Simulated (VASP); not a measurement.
# Si (P6_3/mmc) in VASP: a series of runs

The runs below take Si through single point, with PBE.

Everything below comes from runs of VASP 6.6.1. Logs are shortened: lines on timing, memory, paths and dates and some standing lists are left out, and cuts for length are marked.

### Step 1. The cell of the first run

The structure is hexagonal, space group P6_3/mmc (No. 194). Conventional cell: a = 3.920 Å, b = 3.920 Å, c = 6.142 Å, α = 90.00°, β = 90.00°, γ = 120.00°. Within 3.0 Å of Si (site symmetry 3m) lie 4 Si at 2.30 to 2.39 Å.

This isn't the form of Si at room conditions, which is diamond.

### Step 2. Single point, PBE (20.44 Å³/atom, c/a of the conventional cell at fixed volume 1.5668)

Input file INCAR:

```
SYSTEM = Si
PREC = Accurate
ENCUT = 520
EDIFF = 1E-6
ISMEAR = 0
SIGMA = 0.05
LREAL = .FALSE.
LASPH = .TRUE.
NELM = 60
ALGO = Normal
ISIF = 2
LWAVE = .FALSE.
LCHARG = .FALSE.
GGA = PE
NBANDS = 16
```

Input file KPOINTS:

```
Automatic mesh
0
G
  12 12 6
  0 0 0
```

Input file POSCAR:

```
Si
1.0
    3.9202120069      0.0000000000      0.0000000000
   -1.9601060035      3.3950031862      0.0000000000
    0.0000000000      0.0000000000      6.1421881724
Si
4
Direct
    0.3333333333      0.6666666667      0.0629320729
    0.6666666667      0.3333333333      0.5629320729
    0.3333333333      0.6666666667      0.4370679271
    0.6666666667      0.3333333333      0.9370679271
```

Potentials or basis: VASP PAW PBE potentials, release 64 (Si).

Launch:

```
cat potpaw_PBE.64/Si/POTCAR > POTCAR
mpirun -np 1 vasp_std > vasp.out
```

OUTCAR:

```text
SYSTEM = Si
   PREC = Accurate
   ENCUT = 520
   EDIFF = 1E-6
   ISMEAR = 0
   LREAL = .FALSE.
   LASPH = .TRUE.
   NELM = 60
   ISIF = 2
   GGA = PE

 ion  position               nearest neighbor table
   1  0.333  0.667  0.063-   3 2.30   4 2.39   4 2.39   4 2.39
   2  0.667  0.333  0.563-   4 2.30   3 2.39   3 2.39   3 2.39
   3  0.333  0.667  0.437-   1 2.30   2 2.39   2 2.39   2 2.39
   4  0.667  0.333  0.937-   2 2.30   1 2.39   1 2.39   1 2.39

  LATTYP: Found a hexagonal cell.
 ALAT       =     3.9202120069
 C/A-ratio  =     1.5668000000

  Lattice vectors:

 A1 = (   3.9202120069,   0.0000000000,   0.0000000000)
 A2 = (  -1.9601060035,   3.3950031862,   0.0000000000)
 A3 = (   0.0000000000,   0.0000000000,   6.1421881724)

Analysis of symmetry for initial positions (statically):
=====================================================================
 Subroutine PRICEL returns:
 Original cell was already a primitive cell.

 Routine SETGRP: Setting up the symmetry group for a
 hexagonal supercell.

 Subroutine GETGRP returns: Found 24 space group operations
 (whereof 12 operations were pure point group operations)
 out of a pool of 24 trial point group operations.

The static configuration has the point symmetry D_3d.
 The point group associated with its full space group is D_6h.

Analysis of symmetry for dynamics (positions and initial velocities):
=====================================================================
 Subroutine PRICEL returns:
 Original cell was already a primitive cell.

 Routine SETGRP: Setting up the symmetry group for a
 hexagonal supercell.

 Subroutine GETGRP returns: Found 24 space group operations
 (whereof 12 operations were pure point group operations)
 out of a pool of 24 trial point group operations.

The dynamic configuration has the point symmetry D_3d.
 The point group associated with its full space group is D_6h.

 Subroutine INISYM returns: Found 24 space group operations
 (whereof 12 operations are pure point group operations),
 and found     1 'primitive' translations

----------------------------------------------------------------------------------------

                                     Primitive cell

  volume of cell :      81.7472

  direct lattice vectors                    reciprocal lattice vectors
     3.920212007  0.000000000  0.000000000     0.255088245  0.147275267  0.000000000
[... 85 lines left out ...]
   LNONCOLLINEAR =      F non collinear calculations
   LSORBIT =      F    spin-orbit coupling
   LASPH  =      T    aspherical Exc in radial PAW
   ENCUT  =  520.0 eV  38.22 Ry    6.18 a.u.   7.29  7.29 11.42*2*pi/ulx,y,z
   NELM   =     60;   NELMIN=  2; NELMDL= -5     # of ELM steps
   EDIFF  = 0.1E-05   stopping-criterion for ELM
   LREAL  =      F    real-space projection
[... 7 lines left out ...]
   TEBEG  =    0.0;   TEEND  =   0.0 temperature during run
   PSTRESS=    0.0 pullay stress
   NELECT =      16.0000    total number of electrons
   NUPDOWN=      -1.0000    fix difference up-down
   EMIN   =  10.00;   EMAX   =-10.00  energy-range for DOS
   EFERMI =   0.00;   METHOD = LEGACY
   ISMEAR =     0;   SIGMA  =   0.05  broadening in eV -4-tet -1-fermi 0-gaus
   EFERMI_NEDOS =   21; number of points for ismear=-14 and -15
   IALGO  =     38    algorithm
   IMIX   =      4    mixing-type and parameters
     AMIX     =   0.40;   BMIX     =  1.00
     AMIX_MAG =   1.60;   BMIX_MAG =  1.00
  volume/ion in A,a.u.               =      20.44       137.91
  Fermi-wavevector in a.u.,A,eV,Ry     =   0.950511  1.796206 12.292475  0.903471
  Thomas-Fermi vector in A             =   2.078895
   LORBIT       =      0    0 simple, 1 ext, 2 COOP (PROOUT), +10 PAW based schemes
   GGA     = PE    functional components
   LHFCALC =     F    Hartree Fock is set to
   AEXX    =    0.0000 exact exchange contribution
   IVDW    =     0    specifies the selected vdW correction
   LEPSILON=     F    determine dielectric tensor
   LRPA    =     F    only Hartree local field effects (RPA)
 non-spin polarized calculation
 Gauss-broadening in eV      SIGMA  =   0.05
  energy-cutoff  :      520.00
  volume of cell :       81.75
 maximum number of plane-waves:      2237
 NGX is ok and might be reduce to    30

 number of electron      15.9999999 magnetization

 Free energy of the ion-electron system (eV)
  ---------------------------------------------------
  ext. energy  EPLUGINS =         0.00000000
  ---------------------------------------------------
  free energy    TOTEN  =       -21.54556056 eV

  energy without entropy =      -21.54555772  energy(sigma->0) =      -21.54555914

 E-fermi :   5.9936     XC(G=0):  -9.3181

 val. band max:        5.8955187200   @ k =   0.0000   0.0000   0.0000
 cond. band min:       6.0961736706   @ k =   0.5000   0.0000   0.0000
 fundamental gap:      0.2006549505
 Fermi energy:         5.9935576588

 k-point     1 :       0.0000    0.0000    0.0000
  band No.  band energies     occupation
      1      -6.2222      2.00000
      2      -3.5997      2.00000
      3      -1.3606      2.00000
      4       4.1004      2.00000
      5       4.1004      2.00000
      6       5.5711      2.00000
[... 433 lines left out ...]
      3      -1.2313      2.00000
      4       1.2494      2.00000
      5       1.3807      2.00000
      6       3.0138      2.00000
[... 8 lines left out ...]
     15      12.7002      0.00000
     16      12.7064      0.00000

 [... further k-points ...]

------------------------ aborting loop because EDIFF is reached ----------------------------------------

  FORCE on cell =-STRESS in cart. coord.  units (eV):
  Direction    XX          YY          ZZ          XY          YZ          ZX
  --------------------------------------------------------------------------------------
  -------------------------------------------------------------------------------------
  Total       -1.9140969     -1.9140969      4.4027970      0.0000000     -0.0000000     -0.0000000
  in kB      -37.5147135    -37.5147135     86.2911762      0.0000000     -0.0000000     -0.0000000
  external PRESSURE =       3.7539164 kB  Pullay stress =       0.0000000 kB

 VOLUME and BASIS-vectors are now :
 -----------------------------------------------------------------------------
  energy-cutoff  :      520.00
  volume of cell :       81.75
      direct lattice vectors                 reciprocal lattice vectors
     3.920212007  0.000000000  0.000000000     0.255088245  0.147275267  0.000000000
    -1.960106003  3.395003186  0.000000000     0.000000000  0.294550534  0.000000000
     0.000000000  0.000000000  6.142188172     0.000000000  0.000000000  0.162808428

 POSITION                                       TOTAL-FORCE (eV/Angst)
 -----------------------------------------------------------------------------------
     -0.00000      2.26334      0.38654         0.000000      0.000000     -0.633524
      1.96011      1.13167      3.45763         0.000000     -0.000000     -0.633524
     -0.00000      2.26334      2.68455        -0.000000      0.000000      0.633524
      1.96011      1.13167      5.75565         0.000000     -0.000000      0.633524
 -----------------------------------------------------------------------------------
    total drift:                               -0.000000      0.000000     -0.000000

  FREE ENERGIE OF THE ION-ELECTRON SYSTEM (eV)
  ---------------------------------------------------
  free  energy   TOTEN  =       -21.5455605643 eV

  energy  without entropy=      -21.5455577158  energy(sigma->0) =      -21.54555914
```

OSZICAR:

```text
N       E                     dE             d eps       ncg     rms          rms(c)
DAV:   1     0.261954613170E+02    0.26195E+02   -0.59227E+03  2432   0.818E+02
DAV:   2    -0.200657677940E+02   -0.46261E+02   -0.41975E+02  3320   0.120E+02
DAV:   3    -0.218811552283E+02   -0.18154E+01   -0.18009E+01  3336   0.225E+01
DAV:   4    -0.219026614823E+02   -0.21506E-01   -0.21502E-01  2960   0.312E+00
DAV:   5    -0.219030512524E+02   -0.38977E-03   -0.38973E-03  3360   0.399E-01    0.675E+00
DAV:   6    -0.216559691521E+02    0.24708E+00   -0.10252E-01  2824   0.153E+00    0.410E+00
DAV:   7    -0.215424287323E+02    0.11354E+00   -0.21714E-01  2968   0.231E+00    0.249E-01
DAV:   8    -0.215448923029E+02   -0.24636E-02   -0.16657E-02  2896   0.680E-01    0.133E-01
DAV:   9    -0.215453636619E+02   -0.47136E-03   -0.69132E-04  3344   0.152E-01    0.914E-02
DAV:  10    -0.215455414693E+02   -0.17781E-03   -0.19212E-04  2840   0.679E-02    0.232E-02
DAV:  11    -0.215455572523E+02   -0.15783E-04   -0.22242E-05  3248   0.248E-02    0.155E-02
DAV:  12    -0.215455605005E+02   -0.32482E-05   -0.36125E-06  2864   0.104E-02    0.380E-03
DAV:  13    -0.215455605643E+02   -0.63808E-07   -0.50053E-07  2440   0.363E-03
   1 F= -.21545561E+02 E0= -.21545559E+02  d E =-.284849E-05
```

stdout:

```text
POSCAR found type information on POSCAR Si
 POSCAR found :  1 types and       4 ions
 scaLAPACK will be used
 LDA part: xc-table for (Slater+PW92), standard interpolation
 POSCAR, INCAR and KPOINTS ok, starting setup
 FFT: planning ... GRIDC
 FFT: planning ... GRID_SOFT
 FFT: planning ... GRID
 WAVECAR not read
 entering main loop
```

Wall time 74 s (1 thread of Intel Xeon Platinum 8259CL at 2.50GHz (Skylake/Cascade Lake), shared host); peak memory 0.22 GiB.

What came out:

```
Free energy            : -21.5456 eV
Pressure               : 0.4 GPa
Largest force          : 0.634 eV/Å
Band gap on the k mesh : 0.20 eV (least direct gap 0.40 eV)
```

Forces on the atoms (eV/Å):
```
Si   0.000  0.000 -0.634
Si   0.000  0.000 -0.634
Si   0.000  0.000  0.634
Si   0.000  0.000  0.634
```

Levels at points of the mesh, in eV from the valence-band top:
| k point | band 5 | band 6 | band 7 | band 8 | band 9 | band 10 | band 11 | band 12 |
| --- | --- | --- | --- | --- | --- | --- | --- | --- |
| (0.00, 0.00, 0.00) | -1.80 | -0.32 | 0.00 | 0.00 | 0.40 | 1.69 | 1.69 | 3.02 |
| (0.50, 0.00, 0.00) | -4.70 | -3.22 | -3.04 | -1.33 | 0.20 | 2.38 | 2.86 | 3.11 |
| (0.00, 0.00, 0.50) | -1.12 | -1.12 | -1.12 | -1.12 | 1.34 | 1.34 | 2.80 | 2.80 |
| (0.50, 0.00, 0.50) | -2.50 | -2.50 | -2.28 | -2.28 | 0.90 | 0.90 | 1.90 | 1.90 |

Caveat: the cell differs from its parent crystal (c/a of the conventional cell at fixed volume 1.5668); the stress differs along the axes, from -4 to 9 GPa.

### Step 3. Single point, PBE

This run uses another cell than the first one, of the same volume but with other edges.

Input file INCAR:

```
ALGO = Normal ; EDIFF = 1E-7
ENCUT = 520 ; GGA = PE
ISIF = 2 ; ISMEAR = 0
LASPH = T ; LCHARG = T
LELF = T ; LREAL = F
LVHAR = T ; LWAVE = F
NBANDS = 16 ; NELM = 80
PREC = Accurate ; SIGMA = 0.05
```

Input file KPOINTS:

```
k-points
0
Gamma
  12 12 6
```

Input file POSCAR:

```
Si
1.0
    3.7261315656      0.0000000000      0.0000000000
   -1.8630657828      3.2269245936      0.0000000000
    0.0000000000      0.0000000000      6.7986996546
Si
4
Direct
    0.3333333333      0.6666666667      0.0817861204
    0.6666666667      0.3333333333      0.5817861204
    0.3333333333      0.6666666667      0.4182138796
    0.6666666667      0.3333333333      0.9182138796
```

Potentials or basis: VASP PAW PBE potentials, release 64 (Si).

Launch:

```
cat potpaw_PBE.64/Si/POTCAR > POTCAR
mpirun -np 1 vasp_std > vasp.out
```

Run time: 82 s. Hardware: 1 thread of Intel Xeon Platinum 8259CL at 2.50GHz (Skylake/Cascade Lake), shared host; peak memory 0.22 GiB.

It converged, with:

- Free energy: -20.9358 eV
- Pressure: -1.4 GPa
- Largest force: 2.407 eV/Å
- Band gap on the k mesh: zero (bands 8 and 9 overlap by 0.82 eV)

Forces on the atoms (eV/Å):
```
Si   0.000  0.000 -2.407
Si   0.000  0.000 -2.407
Si   0.000  0.000  2.407
Si   0.000  0.000  2.407
```

Stress tensor (GPa, compression positive):
```
 1.00  0.00  0.00
 0.00  1.00  0.00
 0.00  0.00 -6.21
```

Levels at points of the mesh, in eV from the Fermi level:
| k point | band 5 | band 6 | band 7 | band 8 | band 9 | band 10 | band 11 | band 12 |
| --- | --- | --- | --- | --- | --- | --- | --- | --- |
| (0.00, 0.00, 0.00) | -0.90 | -0.90 | 0.60 | 0.60 | 0.80 | 2.01 | 2.01 | 2.10 |
| (0.50, 0.00, 0.00) | -5.24 | -3.78 | -2.60 | -1.06 | 0.87 | 1.37 | 2.23 | 2.30 |
| (0.00, 0.00, 0.50) | -0.36 | -0.36 | -0.36 | -0.36 | 2.62 | 2.62 | 3.19 | 3.19 |
| (0.50, 0.00, 0.50) | -3.41 | -3.41 | -2.02 | -2.02 | 0.05 | 0.05 | 1.83 | 1.83 |

Caveat: the cell differs from its parent crystal (atoms shifted along a free coordinate, c/a of the conventional cell at fixed volume 1.8246); the stress differs along the axes, from -6 to 1 GPa; forces of over 1 eV/Å act on the atoms, so gaps and moduli don't describe the material at rest.

### Step 4. Single point, PBE

This run uses another cell than the first one, of the same volume but with other edges.

Input file INCAR:

```
PREC = Accurate
ENCUT = 520
EDIFF = 1E-6
ISMEAR = 0
SIGMA = 0.05
LREAL = F
LASPH = T
NELM = 100
ALGO = Normal
ISIF = 2
LWAVE = F
LCHARG = T
GGA = PE
LELF = T
LVHAR = T
NBANDS = 16
```

Input file KPOINTS:

```
regular mesh
0
Gamma
  12 12 6
```

Input file POSCAR:

```
Si
1.0
    3.8510822046      0.0000000000      0.0000000000
   -1.9255411023      3.3351350212      0.0000000000
    0.0000000000      0.0000000000      6.3646810974
Si
4
Direct
    0.3333333333      0.6666666667      0.0723590967
    0.6666666667      0.3333333333      0.5723590967
    0.3333333333      0.6666666667      0.4276409033
    0.6666666667      0.3333333333      0.9276409033
```

Launch:

```
cat potpaw_PBE.64/Si/POTCAR > POTCAR
mpirun -np 1 vasp_std > vasp.out
```

Wall time 76 s (1 thread of Intel Xeon Platinum 8259CL at 2.50GHz (Skylake/Cascade Lake), shared host); peak memory 0.22 GiB.

It converged, with:

- Free energy: -21.4497 eV
- Pressure: 0.3 GPa
- Largest force: 1.806 eV/Å
- Band gap on the k mesh: 0.15 eV (least direct gap 0.84 eV)

Forces on the atoms (eV/Å):
```
Si   0.000  0.000 -1.806
Si   0.000  0.000 -1.806
Si   0.000  0.000  1.806
Si   0.000  0.000  1.806
```

Stress tensor (GPa, compression positive):
```
-2.43  0.00  0.00
 0.00 -2.43  0.00
 0.00  0.00  5.78
```

Levels at points of the mesh, in eV from the valence-band top:
```tsv
k point	band 4	band 5	band 6	band 7	band 8	band 9	band 10	band 11	band 12	band 13
(0.00, 0.00, 0.00)	-1.73	-1.73	-1.32	0.00	0.00	0.84	1.50	1.50	2.21	3.10
(0.50, 0.00, 0.00)	-6.03	-5.21	-3.62	-3.24	-1.44	0.25	2.13	2.14	2.28	4.38
(0.00, 0.00, 0.50)	-4.90	-1.10	-1.10	-1.10	-1.10	1.64	1.64	2.69	2.69	2.69
(0.50, 0.00, 0.50)	-7.40	-3.02	-3.02	-2.57	-2.57	0.46	0.46	1.55	1.55	4.91
```

Caveat: the cell differs from its parent crystal (atoms shifted along a free coordinate, c/a of the conventional cell at fixed volume 1.6527); the stress differs along the axes, from -2 to 6 GPa; forces of over 1 eV/Å act on the atoms, so gaps and moduli don't describe the material at rest. A k mesh can miss the band edges.

[end of part 1 of 2]

The gap in the log of VASP goes by the Fermi energy; the results here count the filled bands.